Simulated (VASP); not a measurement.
Input of a VASP 6.6.1 run:

Contents of INCAR:

```
  ALGO = Normal
  EDIFF = 1E-7
  ENCUT = 520
  GGA = PE
  ISIF = 2
  ISMEAR = 0
  LASPH = True
  LCHARG = False
  LREAL = False
  LWAVE = False
  NBANDS = 28
  NELM = 100
  PREC = Accurate
  SIGMA = 0.1
```

Contents of KPOINTS:

```
k-points
0
Gamma
  10 10 10
```

File POSCAR:

```
Li2PW2
1.0
    2.5580117619     -3.3502536607      0.0000000000
    2.5580117619      3.3502536607      0.0000000000
    0.0000000000      0.0000000000      4.3124725053
Li P W
2 1 2
Direct
    0.6746993785      0.3253006215      0.0000000000
    0.3253006215      0.6746993785      0.0000000000
    0.0000000000      0.0000000000      0.0000000000
    0.2568823272      0.2568823272      0.5000000000
    0.7431176728      0.7431176728      0.5000000000
```

Potentials or basis: VASP PAW PBE potentials, release 64 (Li_sv, P, W_sv).

Command:

```bash
$ cat potpaw_PBE.64/Li_sv/POTCAR potpaw_PBE.64/P/POTCAR potpaw_PBE.64/W_sv/POTCAR > POTCAR
$ mpirun -np 1 vasp_std > vasp.out
```

(1) Predict the largest force.

Results:

(1) 0.027 eV/Å.
